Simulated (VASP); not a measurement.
Runs of VASP 6.6.1 on O. The structure is that of space group R-3m (No. 166), or close to it. The cells are those of the table. 

```tsv
cell	gap on the mesh (eV)	pressure (GPa)	largest force (eV/Å)
a = 2.425, b = 2.425, c = 4.149 Å, angles 108.3, 108.3, 60.0°, 2 atoms	none	6.4	(a)
a = 2.397, b = 2.397, c = 3.933 Å, angles 107.9, 107.9, 60.0°, 2 atoms	none	9.8	(b)
a = 2.263, b = 2.263, c = 3.544 Å, angles 108.7, 108.7, 60.0°, 2 atoms	none	36.7	1.65
a = 2.304, b = 2.304, c = 3.634 Å, angles 108.5, 108.5, 60.0°, 2 atoms	none	26.1	1.59
a = 2.359, b = 2.359, c = 3.784 Å, angles 108.2, 108.2, 60.0°, 2 atoms	none	15.2	(c)
```

Alike in all rows: task single point; level PBEsol; potentials or basis VASP PAW PBE potentials, release 64 (O); no spin polarisation; k mesh 10 × 10 × 7; cutoff (eV) 520; smearing fermi-dirac 0.05 eV.

Q: Estimate the missing entries.

A: (a) 1.48; (b) 1.50; (c) 1.53.

Caveats: the standard files for N, O and F lose accuracy on very short bonds; spin is off for a triplet molecule; the PAW data sets were made with another functional, which shifts forces and pressure a little.

A gap of «none» marks levels without a gap at the run's occupations.
